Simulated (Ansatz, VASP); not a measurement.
## Two plane-wave programs on Si

```
CELL_PARAMETERS angstrom
-2.36022 2.36159 1.31171
2.36159 -2.36022 1.31171
2.36364 2.36364 -1.30918
ATOMIC_POSITIONS crystal
Si 0.00001 0.99999 0.00000
Si 0.74999 0.25001 0.50000
```

Alike in both runs: task single point; functional r2SCAN; k mesh 15 × 15 × 11; occupations fermi-dirac, width 0.1 eV; no spin polarisation.

|  | VASP | Ansatz |
| --- | --- | --- |
| version | VASP 6.6.1 | Ansatz 0.2.0 |
| potentials or method | VASP PAW PBE potentials, release 64 (Si), cutoff 520 eV | plane waves (500 eV) with PAW, scalar-relativistic |
| valence electrons in the cell | 8 | 8 |

```tsv
	VASP	Ansatz	Ansatz less VASP
pressure (GPa)	4.9	5.0	+0.13
traceless stress, the component that is largest in VASP (GPa)	-0.12	-0.12	0.000
```

VASP's potentials were made for PBE, not for r2SCAN.
